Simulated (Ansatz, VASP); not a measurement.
**CuO: VASP beside Ansatz**

```xyz
4
Lattice="2.3447 -1.7134 0.0000 2.3447 1.7134 0.0000 -0.8606 0.0000 5.0594" Properties=species:S:1:pos:R:3 pbc="T T T"
Cu    1.1723    0.8457    0.0000
Cu    0.7421   -0.8457    2.5297
O     2.0724   -0.2841    1.2836
O     1.6421    0.2841    3.8133
```

Alike in both runs: task single point; functional PBEsol; k mesh 4 × 4 × 2; occupations gaussian, width 0.1 eV; no spin polarisation.

```csv
,VASP,Ansatz
version,VASP 6.6.1,Ansatz 0.2.0
potentials or method,"VASP PAW PBE potentials, release 64 (Cu_sv_GW, O), cutoff 820 eV","scalar-relativistic, plane waves, PAW"
valence electrons in the cell,50,50
```

```tsv
	VASP	Ansatz	Ansatz less VASP
gap on the k mesh at the Fermi level (eV)	none	none	-
pressure (GPa)	-3.6	-2.9	+0.77
traceless stress, the component that is largest in VASP (GPa)	2.32	2.36	+0.044
rms of the force components (eV/Å)	0.430	0.427	-0.0038
```

VASP's potentials were made for PBE, not for PBEsol. Atom by atom the forces differ by 0.006 eV/Å (rms over components). A gap of «none» marks a metal or a gap that the smearing closes.

The k mesh is coarse, so the values compare programs but aren't converged.
